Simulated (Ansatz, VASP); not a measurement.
Two plane-wave programs on W

INCAR

```
SYSTEM = W
  ALGO = Fast
  EDIFF = 1E-7
  ENCUT = 520
  GGA = PS
  ISIF = 2
  ISMEAR = 0
  LASPH = .True.
  LCHARG = .False.
  LREAL = .False.
  LWAVE = .False.
  NBANDS = 13
  NELM = 80
  PREC = Accurate
  SIGMA = 0.1
```

KPOINTS

```
k-points
0
Gamma
  18 18 18
  0 0 0
```

File POSCAR:

```
W
1.0
   -1.5512977600      1.5512977600      1.5512977600
    1.5512977600     -1.5512977600      1.5512977600
    1.5512977600      1.5512977600     -1.5512977600
W
1
Direct
    0.0000000000      0.0000000000      0.0000000000
```

Input for Ansatz:

```yaml
crystal:
  lattice:
    - [-1.55129776, 1.55129776, 1.55129776]
    - [1.55129776, -1.55129776, 1.55129776]
    - [1.55129776, 1.55129776, -1.55129776]
  atoms:
    - { symbol: W, position: [0.0, 0.0, 0.0] }
basis:
  ecutwfc: 420
kpoints:
  mp_grid: { grid: [18, 18, 18] }
hamiltonian:
  xc: pbesol
scf:
  occupations: { method: gaussian, width: 0.1 }
output:
  forces: true
  stress: true
  eigenvalues: true
  populations: true
```

Alike in both runs: task single point; functional PBEsol; k mesh 18 × 18 × 18; occupations gaussian, width 0.1 eV; no spin polarisation.

```csv
,VASP,Ansatz
version,VASP 6.6.1,Ansatz 0.2.0
potentials or method,"VASP PAW PBE potentials, release 64 (W_sv), cutoff 520 eV","scalar-relativistic, plane waves, PAW"
valence electrons in the cell,14,14
```

VASP gave:

```
gap on the k mesh at the Fermi level (eV) : none
pressure (GPa)                            : 18.9
```

Question: Which values does Ansatz return?

Answer: gap on the k mesh at the Fermi level (eV): none; pressure (GPa): 17.9.

VASP's potentials were made for PBE, not for PBEsol. A gap of «none» marks a metal or a gap that the smearing closes. With one functional, cell and mesh, what is left measures potentials, basis and numerics.

Neither program's run includes spin-orbit coupling.
